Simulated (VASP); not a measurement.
# GdO (Pm-3m) in VASP: a series of runs, part 2 of 2

VASP 6.6.1. Earlier steps stand in the parts before.

### Step 6. Single point, PBE, collinear spin, ferromagnetic start

Contents of INCAR:

```
  PREC = Accurate
  ENCUT = 520
  EDIFF = 1E-6
  ISMEAR = 0
  SIGMA = 0.019000000000000003
  LREAL = False
  LASPH = True
  NELM = 150
  ALGO = Normal
  ISIF = 2
  LWAVE = False
  LCHARG = False
  ISPIN = 2
  MAGMOM = 7 0
  LORBIT = 11
  LMAXMIX = 6
  GGA = PE
  NBANDS = 23
```

Contents of KPOINTS:

```
regular mesh
0
Gamma
  9 9 9
```

Contents of POSCAR:

```
GdO
1.0
    2.8018137600      0.0000000000      0.0000000000
    0.0000000000      2.8018137600      0.0000000000
    0.0000000000      0.0000000000      2.8018137600
Gd O
1 1
Direct
    0.0000000000      0.0000000000      0.0000000000
    0.5000000000      0.5000000000      0.5000000000
```

Potentials or basis: VASP PAW PBE potentials, release 64 (Gd, O).

On the command line:

```sh
$ cat potpaw_PBE.64/Gd/POTCAR potpaw_PBE.64/O/POTCAR > POTCAR
$ mpirun -np 1 vasp_std > vasp.out
```

OUTCAR:

```text
PREC = Accurate
   ENCUT = 520
   EDIFF = 1E-6
   ISMEAR = 0
   LREAL = False
   LASPH = True
   NELM = 150
   ISIF = 2
   ISPIN = 2
   LORBIT = 11
   GGA = PE

 ion  position               nearest neighbor table
   1  0.000  0.000  0.000-   2 2.43   2 2.43   2 2.43   2 2.43   2 2.43   2 2.43   2 2.43   2 2.43

   2  0.500  0.500  0.500-   1 2.43   1 2.43   1 2.43   1 2.43   1 2.43   1 2.43   1 2.43   1 2.43

  LATTYP: Found a simple cubic cell.
 ALAT       =     2.8018137600

  Lattice vectors:

 A1 = (   2.8018137600,   0.0000000000,   0.0000000000)
 A2 = (   0.0000000000,   2.8018137600,   0.0000000000)
 A3 = (   0.0000000000,   0.0000000000,   2.8018137600)

Analysis of symmetry for initial positions (statically):
=====================================================================
 Subroutine PRICEL returns:
 Original cell was already a primitive cell.

 Routine SETGRP: Setting up the symmetry group for a
 simple cubic supercell.

 Subroutine GETGRP returns: Found 48 space group operations
 (whereof 48 operations were pure point group operations)
 out of a pool of 48 trial point group operations.

The static configuration has the point symmetry O_h .

Analysis of symmetry for dynamics (positions and initial velocities):
=====================================================================
 Subroutine PRICEL returns:
 Original cell was already a primitive cell.

 Routine SETGRP: Setting up the symmetry group for a
 simple cubic supercell.

 Subroutine GETGRP returns: Found 48 space group operations
 (whereof 48 operations were pure point group operations)
 out of a pool of 48 trial point group operations.

The dynamic configuration has the point symmetry O_h .

Analysis of structural, dynamic, and magnetic symmetry:
=====================================================================
 Subroutine PRICEL returns:
 Original cell was already a primitive cell.

 Routine SETGRP: Setting up the symmetry group for a
[... 150 lines left out ...]
  ---------------------------------------------------
  free energy    TOTEN  =       -20.34328401 eV

  energy without entropy =      -20.34316062  energy(sigma->0) =      -20.34322231

 E-fermi :   8.7097     XC(G=0): -13.5947

 val. band max:        8.6895062491   @ k =   0.3333   0.2222   0.1111
 cond. band min:       8.7395956610   @ k =   0.2222   0.2222   0.0000
 fundamental gap:      0.0500894119
 Fermi energy:         8.7096996167

 spin component 1

 k-point     1 :       0.0000    0.0000    0.0000
  band No.  band energies     occupation
      1     -37.2484      1.00000
      2     -13.3115      1.00000
      3     -13.3115      1.00000
      4     -13.3115      1.00000
      5     -12.6099      1.00000
      6       3.2582      1.00000
[... 613 lines left out ...]
     22      24.2473      0.00000
     23      25.7685      0.00000

 [... further k-points ...]

 spin component 2

 k-point     1 :       0.0000    0.0000    0.0000
  band No.  band energies     occupation
      1     -34.3109      1.00000
      2     -12.4668      1.00000
      3     -11.0855      1.00000
      4     -11.0855      1.00000
      5     -11.0855      1.00000
      6       4.0403      1.00000
[... 613 lines left out ...]
     22      25.3101      0.00000
     23      26.6496      0.00000

 [... further k-points ...]

------------------------ aborting loop because EDIFF is reached ----------------------------------------

  FORCE on cell =-STRESS in cart. coord.  units (eV):
  Direction    XX          YY          ZZ          XY          YZ          ZX
  --------------------------------------------------------------------------------------
  -------------------------------------------------------------------------------------
  Total        6.6490418      6.6490418      6.6490418      0.0000000      0.0000000     -0.0000000
  in kB      484.3416924    484.3416924    484.3416924      0.0000000      0.0000000     -0.0000000
  external PRESSURE =     484.3416924 kB  Pullay stress =       0.0000000 kB

 VOLUME and BASIS-vectors are now :
 -----------------------------------------------------------------------------
  energy-cutoff  :      520.00
  volume of cell :       21.99
      direct lattice vectors                 reciprocal lattice vectors
     2.801813760  0.000000000  0.000000000     0.356911660  0.000000000  0.000000000
     0.000000000  2.801813760  0.000000000     0.000000000  0.356911660  0.000000000
     0.000000000  0.000000000  2.801813760     0.000000000  0.000000000  0.356911660

 POSITION                                       TOTAL-FORCE (eV/Angst)
 -----------------------------------------------------------------------------------
      0.00000      0.00000      0.00000         0.000000      0.000000      0.000000
      1.40091      1.40091      1.40091         0.000000      0.000000      0.000000
 -----------------------------------------------------------------------------------
    total drift:                                0.000000      0.000000     -0.000000

  FREE ENERGIE OF THE ION-ELECTRON SYSTEM (eV)
  ---------------------------------------------------
  free  energy   TOTEN  =       -20.3432840070 eV

  energy  without entropy=      -20.3431606222  energy(sigma->0) =      -20.34322231

 total charge

# of ion       s       p       d       f       tot
--------------------------------------------------
    1        2.027   5.625   0.866   7.146  15.664
    2        1.557   3.514   0.000   0.000   5.071
--------------------------------------------------
tot          3.584   9.139   0.866   7.146  20.735

 magnetization (x)

# of ion       s       p       d       f       tot
--------------------------------------------------
    1        0.001  -0.070   0.121   6.646   6.698
    2        0.001   0.006   0.000   0.000   0.007
--------------------------------------------------
tot          0.002  -0.064   0.121   6.646   6.705
```

Wall time 94 s (1 thread of Intel Xeon 8259CL, shared host); peak memory 0.18 GiB.

What came out:

| Quantity | Value |
| --- | --- |
| Free energy | -20.3433 eV |
| Pressure | 48.4 GPa |
| Net moment | 6.96 μB per cell |
| Site moments | Gd +6.70; O +0.01 μB |
| Valence electrons inside the program's atomic spheres | Gd 15.66; O 5.07 |

Caveat: the cell stands under pressure; spin-orbit coupling is left out, which moves the levels of the heavy elements; a cell with one magnetic atom can't hold antiferromagnetic order, which such compounds often take; semilocal functionals describe open f shells poorly, which spoils levels, moments and volumes.

### Step 7. The runs side by side

| smearing | gap on the mesh (eV) | pressure (GPa) | moment (μB) |
| --- | --- | --- | --- |
| gaussian 0.015 eV | none | 48.4 | 6.95 |
| gaussian 0.016 eV | none | 48.4 | 6.96 |
| gaussian 0.017 eV | none | 48.4 | 6.95 |
| gaussian 0.018 eV | none | 48.4 | 6.96 |
| gaussian 0.019 eV | none | 48.4 | 6.96 |

Alike in all rows: task single point; level PBE; potentials or basis VASP PAW PBE potentials, release 64 (Gd, O); spin collinear, ferromagnetic start; cell as given; k mesh 9 × 9 × 9; cutoff (eV) 520.

Caveats: the cell stands under pressure; spin-orbit coupling is left out, which moves the levels of the heavy elements; a cell with one magnetic atom can't hold antiferromagnetic order, which such compounds often take; semilocal functionals describe open f shells poorly, which spoils levels, moments and volumes.

Total energies depend on the potentials used, so only differences within one code and one set of settings carry meaning.
